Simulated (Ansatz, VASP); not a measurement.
**One calculation of Y, two programs**

File INCAR:

```
SYSTEM = Y
PREC = Accurate
ENCUT = 520
EDIFF = 1E-6
ISMEAR = -1
SIGMA = 0.1
LREAL = .FALSE.
LASPH = .TRUE.
NELM = 100
ALGO = Normal
ISIF = 2
LWAVE = .FALSE.
LCHARG = .FALSE.
GGA = PS
NBANDS = 18
```

File KPOINTS:

```
Automatic mesh
0
G
  9 9 9
  0 0 0
```

The input POSCAR:

```
Y
1.0
    0.0000000000      3.4573109968      3.4573109968
    3.4573109968      0.0000000000      3.4573109968
    3.4573109968      3.4573109968      0.0000000000
Y
2
Direct
    0.1250000000      0.1250000000      0.1250000000
    0.8750000000      0.8750000000      0.8750000000
```

Input for Ansatz:

```yaml
crystal:
  lattice:
    - [0.0, 3.4573109968, 3.4573109968]
    - [3.4573109968, 0.0, 3.4573109968]
    - [3.4573109968, 3.4573109968, 0.0]
  atoms:
    - { symbol: "Y", position: [0.125, 0.125, 0.125] }
    - { symbol: "Y", position: [0.875, 0.875, 0.875] }
hamiltonian:
  xc: pbesol
  pseudopotentials:
    kind: paw
    azcp:
      "Y": "pseudopotentials/Y.paw.azcp"
basis:
  ecutwfc: 420
  fft_grid_basis: typed
kpoints:
  mp_grid: { grid: [9, 9, 9], shift: [0, 0, 0] }
magnetization:
  spin_polarized: false
scf:
  occupations: { method: fermi_dirac, width: 0.1 }
  lower_state_search: "off"
output:
  stress: true
```

Alike in both runs: task single point; functional PBEsol; k mesh 9 × 9 × 9; occupations fermi-dirac, width 0.1 eV; no spin polarisation.

|  | VASP | Ansatz |
| --- | --- | --- |
| version | VASP 6.6.1 | Ansatz 0.2.0 |
| potentials or method | VASP PAW PBE potentials, release 64 (Y_sv), cutoff 520 eV | plane waves (420 eV) with PAW, scalar-relativistic |
| valence electrons in the cell | 22 | 22 |

|  | VASP | Ansatz | Ansatz less VASP |
| --- | --- | --- | --- |
| pressure (GPa) | -0.4 | -0.4 | -0.02 |

VASP's potentials were made for PBE, not for PBEsol, and Ansatz warns of the same on its side. The functional is the same, so the differences come from potentials, cutoffs and numerics.
